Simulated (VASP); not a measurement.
A run of VASP 6.6.1 is set up as follows.

INCAR

```
PREC = Accurate ; ENCUT = 520
EDIFF = 1E-6 ; ISMEAR = -1
SIGMA = 0.03 ; LREAL = F
LASPH = T ; NELM = 80
ALGO = Normal ; ISIF = 2
LWAVE = F ; LCHARG = F
GGA = PS ; NBANDS = 37
```

File KPOINTS:

```
regular mesh
0
Gamma
  9 9 4
```

POSCAR

```
BaGe2O3
1.0
    4.0269844181     -0.0000000033      0.0000000000
   -2.0134922062      3.4874708083      0.0000000000
    0.0000000000      0.0000000000      7.3322737803
Ba Ge O
1 2 3
Direct
    0.3333333333      0.6666666667      0.6635961999
    0.0000000000      0.0000000000      1.0136375991
    0.6666666667      0.3333333333      0.2756031952
    0.0000000000      0.0000000000      0.2665578280
    0.6666666667      0.3333333333      0.5250090738
    0.3333333333      0.6666666667      1.0055961039
```

Potentials or basis: VASP PAW PBE potentials, release 64 (Ba_sv, Ge_d, O).

Command:

```sh
$ cat potpaw_PBE.64/Ba_sv/POTCAR potpaw_PBE.64/Ge_d/POTCAR potpaw_PBE.64/O/POTCAR > POTCAR
$ mpirun -np 1 vasp_std > vasp.out
```

What does it give for the band gap on the k mesh?

1.97 eV (least direct gap 2.17 eV).

What does it give for the largest force?

0.193 eV/Å.

Predict the pressure.

1.0 GPa.

Forces in eV/Å, atoms in the order of the input:
```
Ba   0.000  0.000 -0.082
Ge   0.000  0.000  0.018
Ge   0.000  0.000 -0.006
O    0.000  0.000  0.026
O    0.000  0.000 -0.149
O    0.000  0.000  0.193
```

Caveat: the PAW data sets were made with another functional, which shifts forces and pressure a little; spin-orbit coupling is left out, which moves the levels of the heavy elements. A k mesh can miss the band edges.
